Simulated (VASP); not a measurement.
# ZnSe (F-43m) in VASP: notebook

ZnSe is run at these levels: PBEsol, PBE, LDA; tasks: single point.

All numbers are computed with VASP 6.6.1; they aren't measurements. Logs are shortened: lines on timing, memory, paths and dates and some standing lists are left out, and cuts for length are marked.

## (1) The cell of the first run

It takes space group F-43m (No. 216, cubic). The conventional cell has a = 5.634 Å, b = 5.634 Å, c = 5.634 Å, α = 90.00°, β = 90.00°, γ = 90.00°. Within 3.2 Å of Zn (site symmetry -43m) lie 4 Se at 2.44 Å. Within 3.2 Å of Se (site symmetry -43m) lie 4 Zn at 2.44 Å.

## (2) Single point, PBEsol

INCAR

```
ALGO = Normal
EDIFF = 1E-7
ENCUT = 520
GGA = PS
ISIF = 2
ISMEAR = -1
LASPH = T
LCHARG = F
LREAL = F
LWAVE = F
NBANDS = 16
NELM = 60
PREC = Accurate
SIGMA = 0.02
```

KPOINTS

```
k-points
0
Gamma
  8 8 8
```

POSCAR

```
ZnSe
1.0
    0.0000000000      2.8167940647      2.8167940647
    2.8167940647      0.0000000000      2.8167940647
    2.8167940647      2.8167940647      0.0000000000
Zn Se
1 1
Direct
    0.0000000000      0.0000000000      0.0000000000
    0.2500000000      0.2500000000      0.2500000000
```

Potentials or basis: VASP PAW PBE potentials, release 64 (Zn, Se).

On the command line:

```bash
$ cat potpaw_PBE.64/Zn/POTCAR potpaw_PBE.64/Se/POTCAR > POTCAR
$ mpirun -np 1 vasp_std > vasp.out
```

OUTCAR:

```text
EDIFF = 1E-7
   ENCUT = 520
   GGA = PS
   ISIF = 2
   ISMEAR = -1
   LASPH = T
   LREAL = F
   NELM = 60
   PREC = Accurate

 ion  position               nearest neighbor table
   1  0.000  0.000  0.000-   2 2.44   2 2.44   2 2.44   2 2.44
   2  0.250  0.250  0.250-   1 2.44   1 2.44   1 2.44   1 2.44

  LATTYP: Found a face centered cubic cell.
 ALAT       =     5.6335881294

  Lattice vectors:

 A1 = (   0.0000000000,   2.8167940647,   2.8167940647)
 A2 = (   2.8167940647,   0.0000000000,   2.8167940647)
 A3 = (   2.8167940647,   2.8167940647,   0.0000000000)

Analysis of symmetry for initial positions (statically):
=====================================================================
 Subroutine PRICEL returns:
 Original cell was already a primitive cell.

 Routine SETGRP: Setting up the symmetry group for a
 face centered cubic supercell.

 Subroutine GETGRP returns: Found 24 space group operations
 (whereof 24 operations were pure point group operations)
 out of a pool of 48 trial point group operations.

The static configuration has the point symmetry T_d .

Analysis of symmetry for dynamics (positions and initial velocities):
=====================================================================
 Subroutine PRICEL returns:
 Original cell was already a primitive cell.

 Routine SETGRP: Setting up the symmetry group for a
 face centered cubic supercell.

 Subroutine GETGRP returns: Found 24 space group operations
 (whereof 24 operations were pure point group operations)
 out of a pool of 48 trial point group operations.

The dynamic configuration has the point symmetry T_d .

 Subroutine INISYM returns: Found 24 space group operations
 (whereof 24 operations are pure point group operations),
 and found     1 'primitive' translations

----------------------------------------------------------------------------------------

                                     Primitive cell

  volume of cell :      44.6987

  direct lattice vectors                    reciprocal lattice vectors
     0.000000000  2.816794065  2.816794065    -0.177506764  0.177506764  0.177506764
     2.816794065  0.000000000  2.816794065     0.177506764 -0.177506764  0.177506764
     2.816794065  2.816794065  0.000000000     0.177506764  0.177506764 -0.177506764

  length of vectors
     3.983548369  3.983548369  3.983548369     0.307450734  0.307450734  0.307450734

  position of ions in fractional coordinates (direct lattice)
     0.000000000  0.000000000  0.000000000
     0.250000000  0.250000000  0.250000000

  ion indices of the primitive-cell ions
   primitive index   ion index
                 1           1
                 2           2

----------------------------------------------------------------------------------------

 KPOINTS: k-points

Automatic generation of k-mesh.
 Grid dimensions read from file:
 generate k-points for:    8    8    8

 Generating k-lattice:

  Cartesian coordinates                     Fractional coordinates (reciprocal lattice)
    -0.022188346  0.022188346  0.022188346     0.125000000  0.000000000  0.000000000
     0.022188346 -0.022188346  0.022188346     0.000000000  0.125000000  0.000000000
     0.022188346  0.022188346 -0.022188346     0.000000000  0.000000000  0.125000000

  Length of vectors
     0.038431342  0.038431342  0.038431342

  Shift w.r.t. Gamma in fractional coordinates (k-lattice)
     0.000000000  0.000000000  0.000000000

 Subroutine IBZKPT returns following result:
 ===========================================

 Found     29 irreducible k-points:

 Following reciprocal coordinates:
            Coordinates               Weight
  0.000000  0.000000  0.000000      1.000000
  0.125000  0.000000  0.000000      8.000000
  0.250000  0.000000  0.000000      8.000000
  0.375000  0.000000  0.000000      8.000000
  0.500000  0.000000  0.000000      4.000000
  0.125000  0.125000  0.000000      6.000000
[... 16 lines left out ...]
  0.500000  0.250000  0.125000     48.000000
 -0.375000  0.250000  0.125000     24.000000
 [... further k-points ...]
   k-points           NKPTS =     29   k-points in BZ     NKDIM =     29   number of bands    NBANDS=     16
   number of dos      NEDOS =    301   number of ions     NIONS =      2
   total plane-waves  NPLWV =  27000
   dimension x,y,z NGX =    30 NGY =   30 NGZ =   30
   dimension x,y,z NGXF=    60 NGYF=   60 NGZF=   60
   ions per type =               1   1
   NGX,Y,Z   is equivalent  to a cutoff of  12.52, 12.52, 12.52 a.u.
   NGXF,Y,Z  is equivalent  to a cutoff of  25.04, 25.04, 25.04 a.u.
 SYSTEM =  unknown system
   PREC   = accura    normal or accurate (medium, high low for compatibility)
   ISTART =      0    job   : 0-new  1-cont  2-samecut
   ICHARG =      2    charge: 1-file 2-atom 10-const
   ISPIN  =      1    spin polarized calculation?
   LNONCOLLINEAR =      F non collinear calculations
   LSORBIT =      F    spin-orbit coupling
   LASPH  =      T    aspherical Exc in radial PAW
   ENCUT  =  520.0 eV  38.22 Ry    6.18 a.u.   7.41  7.41  7.41*2*pi/ulx,y,z
   NELM   =     60;   NELMIN=  2; NELMDL= -5     # of ELM steps
   EDIFF  = 0.1E-06   stopping-criterion for ELM
   LREAL  =      F    real-space projection
   EDIFFG = 0.1E-05   stopping-criterion for IOM
   NSW    =      0    number of steps for IOM
   IBRION =     -1    ionic relax: 0-MD 1-quasi-New 2-CG
   NFREE  =      0    steps in history (QN), initial steepest desc. (CG)
   ISIF   =      2    stress and relaxation
   ISYM   =      2    0-nonsym 1-usesym 2-fastsym
   POTIM  = 0.5000    time-step for ionic-motion
   TEBEG  =    0.0;   TEEND  =   0.0 temperature during run
   PSTRESS=    0.0 pullay stress
   NELECT =      18.0000    total number of electrons
   NUPDOWN=      -1.0000    fix difference up-down
   EMIN   =  10.00;   EMAX   =-10.00  energy-range for DOS
   EFERMI =   0.00;   METHOD = LEGACY
   ISMEAR =    -1;   SIGMA  =   0.02  broadening in eV -4-tet -1-fermi 0-gaus
   EFERMI_NEDOS =   21; number of points for ismear=-14 and -15
   IALGO  =     38    algorithm
   IMIX   =      4    mixing-type and parameters
     AMIX     =   0.40;   BMIX     =  1.00
     AMIX_MAG =   1.60;   BMIX_MAG =  1.00
  volume/ion in A,a.u.               =      22.35       150.82
  Fermi-wavevector in a.u.,A,eV,Ry     =   1.208928  2.284543 19.885021  1.461508
  Thomas-Fermi vector in A             =   2.344521
   LORBIT       =      0    0 simple, 1 ext, 2 COOP (PROOUT), +10 PAW based schemes
   GGA     = PS    functional components
   LHFCALC =     F    Hartree Fock is set to
   AEXX    =    0.0000 exact exchange contribution
   IVDW    =     0    specifies the selected vdW correction
   LEPSILON=     F    determine dielectric tensor
   LRPA    =     F    only Hartree local field effects (RPA)
 non-spin polarized calculation
  energy-cutoff  :      520.00
  volume of cell :       44.70
 maximum number of plane-waves:      1243
 NGX is ok and might be reduce to    30
   NGX = 15   NGY = 15   NGZ = 15

 number of electron      17.9999998 magnetization

 Free energy of the ion-electron system (eV)
  ---------------------------------------------------
  ext. energy  EPLUGINS =         0.00000000
  ---------------------------------------------------
  free energy    TOTEN  =        -6.77315131 eV

  energy without entropy =       -6.77315131  energy(sigma->0) =       -6.77315131

 E-fermi :   2.0816     XC(G=0):  -9.6085

 val. band max:        1.6445513772   @ k =   0.0000   0.0000   0.0000
 cond. band min:       2.8872115374   @ k =   0.0000   0.0000   0.0000
 fundamental gap:      1.2426601603
 Fermi energy:         2.0816174935

 k-point     1 :       0.0000    0.0000    0.0000
  band No.  band energies     occupation
      1     -11.7596      2.00000
      2      -4.9800      2.00000
      3      -4.9800      2.00000
      4      -4.9800      2.00000
      5      -4.5917      2.00000
      6      -4.5917      2.00000
[... 8 lines left out ...]
     15      13.1103      0.00000
     16      13.1103      0.00000

 k-point     2 :       0.1250    0.0000    0.0000
  band No.  band energies     occupation
      1     -11.6545      2.00000
      2      -4.9754      2.00000
      3      -4.9634      2.00000
      4      -4.9634      2.00000
      5      -4.5933      2.00000
      6      -4.5933      2.00000
[... 8 lines left out ...]
     15      12.2735      0.00000
     16      12.3339      0.00000

 k-point     3 :       0.2500    0.0000    0.0000
  band No.  band energies     occupation
      1     -11.3807      2.00000
      2      -4.9270      2.00000
      3      -4.9270      2.00000
      4      -4.9252      2.00000
      5      -4.5918      2.00000
      6      -4.5918      2.00000
[... 8 lines left out ...]
     15      12.0295      0.00000
     16      12.2025      0.00000

 k-point     4 :       0.3750    0.0000    0.0000
  band No.  band energies     occupation
      1     -11.0716      2.00000
      2      -4.8980      2.00000
      3      -4.8980      2.00000
      4      -4.7295      2.00000
      5      -4.5806      2.00000
      6      -4.5806      2.00000
[... 8 lines left out ...]
     15      13.1753      0.00000
     16      13.1753      0.00000
[... 324 lines left out ...]
 k-point    22 :       0.3750    0.2500    0.1250
  band No.  band energies     occupation
      1     -11.1660      2.00000
      2      -4.9452      2.00000
      3      -4.8741      2.00000
      4      -4.8486      2.00000
      5      -4.6079      2.00000
      6      -4.5657      2.00000
[... 8 lines left out ...]
     15      13.8944      0.00000
     16      15.0548      0.00000

 k-point    23 :       0.5000    0.2500    0.1250
  band No.  band energies     occupation
      1     -10.9075      2.00000
      2      -4.8846      2.00000
      3      -4.8491      2.00000
      4      -4.7193      2.00000
      5      -4.5796      2.00000
      6      -4.5282      2.00000
[... 8 lines left out ...]
     15      14.2157      0.00000
     16      15.2836      0.00000

 k-point    24 :      -0.3750    0.2500    0.1250
  band No.  band energies     occupation
      1     -10.7921      2.00000
      2      -4.8750      2.00000
      3      -4.8336      2.00000
      4      -4.6285      2.00000
      5      -4.5849      2.00000
      6      -4.3738      2.00000
[... 8 lines left out ...]
     15      14.3312      0.00000
     16      15.1834      0.00000

 [... further k-points ...]

------------------------ aborting loop because EDIFF is reached ----------------------------------------

  FORCE on cell =-STRESS in cart. coord.  units (eV):
  Direction    XX          YY          ZZ          XY          YZ          ZX
  --------------------------------------------------------------------------------------
  -------------------------------------------------------------------------------------
  Total        0.0756427      0.0756427      0.0756427     -0.0000000      0.0000000     -0.0000000
  in kB        2.7113278      2.7113278      2.7113278     -0.0000000      0.0000000     -0.0000000
  external PRESSURE =       2.7113278 kB  Pullay stress =       0.0000000 kB

 VOLUME and BASIS-vectors are now :
 -----------------------------------------------------------------------------
  energy-cutoff  :      520.00
  volume of cell :       44.70
      direct lattice vectors                 reciprocal lattice vectors
     0.000000000  2.816794065  2.816794065    -0.177506764  0.177506764  0.177506764
     2.816794065  0.000000000  2.816794065     0.177506764 -0.177506764  0.177506764
     2.816794065  2.816794065  0.000000000     0.177506764  0.177506764 -0.177506764

 POSITION                                       TOTAL-FORCE (eV/Angst)
 -----------------------------------------------------------------------------------
      0.00000      0.00000      0.00000         0.000000      0.000000      0.000000
      1.40840      1.40840      1.40840        -0.000000     -0.000000     -0.000000
 -----------------------------------------------------------------------------------
    total drift:                                0.000000      0.000000      0.000001

  FREE ENERGIE OF THE ION-ELECTRON SYSTEM (eV)
  ---------------------------------------------------
  free  energy   TOTEN  =        -6.7731513056 eV

  energy  without entropy=       -6.7731513056  energy(sigma->0) =       -6.77315131
```

Run time: 14 s. Hardware: 1 thread of Intel Xeon 6975P-C (Granite Rapids), shared host; peak memory 0.17 GiB.

What came out:

```
Free energy            : -6.7732 eV
Pressure               : 0.3 GPa
Band gap on the k mesh : 1.24 eV, direct
```

Caveat: the PAW data sets were made with another functional, which shifts forces and pressure a little.

[end of part 1 of 2]
